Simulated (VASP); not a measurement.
Here is a VASP 6.6.1 calculation.

File POSCAR:

```
As
1.0
    3.6408938820      0.0000000000      0.0000000000
   -1.8204469410      3.1531065943      0.0000000000
    0.0000000000      0.0000000000      3.5482184318
As
2
Direct
    0.3333333333      0.6666666667      0.2500000000
    0.6666666667      0.3333333333      0.7500000000
```

Contents of INCAR.step1:

```
PREC = Accurate
ENCUT = 520
ISMEAR = -1
SIGMA = 0.1
LREAL = F
LASPH = T
NELM = 80
NBANDS = 12
GGA = PE
ALGO = Normal
EDIFF = 1E-4
LWAVE = T
LCHARG = F
```

Contents of INCAR.step2:

```
PREC = Accurate
ENCUT = 520
EDIFF = 1E-6
ISMEAR = -1
SIGMA = 0.1
LREAL = F
LASPH = T
NELM = 80
ALGO = Normal
ISIF = 2
LWAVE = F
LCHARG = F
METAGGA = R2SCAN
LMIXTAU = T
NBANDS = 12
ISTART = 1
```

The input KPOINTS:

```
regular mesh
0
Gamma
  12 12 7
```

Potentials or basis: VASP PAW PBE potentials, release 64 (As).

The run is started by

```sh
$ cat potpaw_PBE.64/As/POTCAR > POTCAR
$ cp INCAR.step1 INCAR
$ mpirun -np 1 vasp_std > vasp.out
$ cp INCAR.step2 INCAR
$ mpirun -np 1 vasp_std > vasp.out
```

Problem. Predict the pressure.

Solution. 0.0 GPa.

Problem. Predict the band gap on the k mesh.

Solution. Zero (bands 5 and 6 overlap by 3.01 eV).

Caveat: the PAW data sets were made with another functional, which shifts forces and pressure a little.
